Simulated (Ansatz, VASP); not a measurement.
# One calculation of BP, two programs

File INCAR:

```
SYSTEM = BP
PREC = Accurate
ENCUT = 500
EDIFF = 1E-6
ISMEAR = 0
SIGMA = 0.01
LREAL = .False.
LASPH = .True.
NELM = 120
ALGO = Normal
ISIF = 2
LWAVE = .False.
LCHARG = .False.
NBANDS = 11
GGA_COMPAT = .False.
```

Contents of KPOINTS:

```
Automatic mesh
0
Gamma
  10 10 10
  0 0 0
```

File POSCAR:

```
BP
1.0
    0.0000000000      2.2899519552      2.2899519552
    2.2899519552      0.0000000000      2.2899519552
    2.2899519552      2.2899519552      0.0000000000
B P
1 1
Direct
    0.0000000000      0.0000000000      0.0000000000
    0.2500000000      0.2500000000      0.2500000000
```

Input for Ansatz:

```yaml
crystal:
  lattice:
    - [0.0, 2.2899519552, 2.2899519552]
    - [2.2899519552, 0.0, 2.2899519552]
    - [2.2899519552, 2.2899519552, 0.0]
  atoms:
    - { symbol: B, position: [0.0, 0.0, 0.0] }
    - { symbol: P, position: [0.25, 0.25, 0.25] }
scf:
  occupations: { method: fixed }
output:
  forces: true
  stress: true
  eigenvalues: true
  write_density: true
  write_potential: true
  elf: true
  volumetric_format: npy
hamiltonian:
  xc: lda
basis:
  ecutwfc: 520
kpoints:
  mp_grid: { grid: [10, 10, 10] }
```

Alike in both runs: task single point; functional LDA; k mesh 10 × 10 × 10; no spin polarisation.

|  | VASP | Ansatz |
| --- | --- | --- |
| version | VASP 6.6.1 | Ansatz 0.2.0 |
| potentials or method | VASP PAW LDA potentials, release 64 (B, P), cutoff 500 eV | scalar-relativistic, plane waves, PAW |
| occupations | gaussian, width 0.01 eV | fixed |
| valence electrons in the cell | 8 | 8 |

|  | VASP | Ansatz | Ansatz less VASP |
| --- | --- | --- | --- |
| gap on the k mesh at the Fermi level (eV) | 1.22 | 1.22 | 0.000 |
| least direct gap on the mesh (eV) | 3.34 | 3.34 | -0.002 |
| pressure (GPa) | -9.4 | -9.3 | +0.06 |

LDA's correlation is that of Perdew and Zunger in VASP and of Perdew and Wang (1992) in Ansatz.
